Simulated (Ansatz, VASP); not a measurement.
# TaSe4 in VASP and in Ansatz

```
CELL_PARAMETERS angstrom
-3.28372 3.28372 3.28372
3.28372 -3.28372 3.28372
3.28372 3.28372 -3.28372
ATOMIC_POSITIONS crystal
Ta 0.00000 0.00000 0.00000
Se 0.00000 0.00000 0.57015
Se 0.57015 0.00000 0.00000
Se 0.00000 0.57015 0.00000
Se 0.42985 0.42985 0.42985
```

Change from the starting cell: species swapped into the H4C type (I-43m, No. 217).

Alike in both runs: functional PBE; k mesh 8 × 8 × 8; occupations gaussian, width 0.1 eV; no spin polarisation.

Ansatz relaxed the structure, and its values are those at the end. VASP's run is a single point on that final structure, the one shown.

|  | VASP | Ansatz |
| --- | --- | --- |
| version | VASP 6.6.1 | Ansatz 0.2.0 |
| potentials or method | VASP PAW PBE potentials, release 64 (Ta_pv, Se), cutoff 520 eV | scalar-relativistic, plane waves, PAW |
| valence electrons in the cell | 35 | 77 |

```tsv
	VASP	Ansatz	Ansatz less VASP
gap on the k mesh at the Fermi level (eV)	none	none	-
pressure (GPa)	0.1	0.0	-0.09
rms of the force components (eV/Å)	0.011	0.001	-0.0092
```

A gap of «none» marks a metal or a gap that the smearing closes. VASP's potentials hold 35 valence electrons a cell and Ansatz's 77, so a difference there can come from the potentials and not from the codes.

Spin-orbit coupling is off throughout.
